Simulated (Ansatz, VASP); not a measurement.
One calculation of Sc3Te, two programs

```
Sc Te
1.0
     0.00000    3.52126    3.52126
     3.52126    0.00000    3.52126
     3.52126    3.52126    0.00000
Sc Te
3 1
Direct
  0.25000 0.25000 0.25000
  0.75000 0.75000 0.75000
  0.50000 0.50000 0.50000
  0.00000 0.00000 0.00000
```

Alike in both runs: task single point; functional PBE; k mesh 7 × 7 × 7; occupations fermi-dirac, width 0.05 eV; no spin polarisation.

```csv
,VASP,Ansatz
version,VASP 6.6.1,Ansatz 0.2.0
potentials or method,"VASP PAW PBE potentials, release 64 (Sc_sv, Te)",Ansatz PAW
plane-wave cutoff (eV),500,420
valence electrons in the cell,39,49
```

|  | VASP | Ansatz | Ansatz less VASP |
| --- | --- | --- | --- |
| gap on the k mesh at the Fermi level (eV) | none | none | - |
| pressure (GPa) | 2.3 | 2.3 | -0.07 |

A gap of «none» marks a metal or a gap that the smearing closes. VASP's potentials hold 39 valence electrons a cell and Ansatz's 49, so a difference there can come from the potentials and not from the codes.

Spin-orbit coupling is off throughout.
